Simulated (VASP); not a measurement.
A run of VASP 6.6.1 is set up as follows.

File INCAR:

```
PREC = Accurate ; ENCUT = 700
EDIFF = 1E-6 ; ISMEAR = 0
SIGMA = 0.2 ; LREAL = F
LASPH = T ; NELM = 120
ALGO = Normal ; ISIF = 2
LWAVE = F ; LCHARG = T
GGA = PE ; LELF = T
LVHAR = T ; NBANDS = 42
GGA_COMPAT = F
```

File KPOINTS:

```
Automatic mesh
0
Gamma
  7 7 2
```

POSCAR

```
Be3Cd2O3
1.0
    2.7684736518      0.0000000000      0.0000000000
   -1.3842368259      2.3975685121      0.0000000000
    0.0000000000      0.0000000000     15.6634886656
Be Cd O
3 2 3
Direct
    0.0000000000      0.0000000000      0.3426055113
    0.3333333333      0.6666666667      0.1877712559
    0.0000000000      0.0000000000      0.0280503889
    0.0000000000      0.0000000000      0.5972945293
    0.6666666667      0.3333333333      0.7825576843
    0.0000000000      0.0000000000      0.1872589419
    0.3333333333      0.6666666667      0.0258473355
    0.3333333333      0.6666666667      0.3455143529
```

Potentials or basis: VASP PAW PBE potentials, release 64 (Be, Cd_sv_GW, O).

The run is started by

```sh
$ cat potpaw_PBE.64/Be/POTCAR potpaw_PBE.64/Cd_sv_GW/POTCAR potpaw_PBE.64/O/POTCAR > POTCAR
$ mpirun -np 1 vasp_std > vasp.out
```

Problem. Predict the largest force.

Solution. 0.042 eV/Å.

Problem. Estimate the band gap on the k mesh.

Solution. Zero (bands 32 and 33 overlap by 3.10 eV).

Problem. What does it give for the pressure?

Solution. 0.3 GPa.

Forces in eV/Å, atoms in the order of the input:
```
Be   0.000  0.000  0.038
Be   0.000  0.000 -0.009
Be   0.000  0.000 -0.015
Cd   0.000  0.000  0.024
Cd   0.000  0.000 -0.025
O    0.000  0.000  0.012
O    0.000  0.000  0.016
O    0.000  0.000 -0.042
```

Caveat: the k points lie up to 0.37 Å⁻¹ apart, too coarse for converged energies and pressures of a metal.
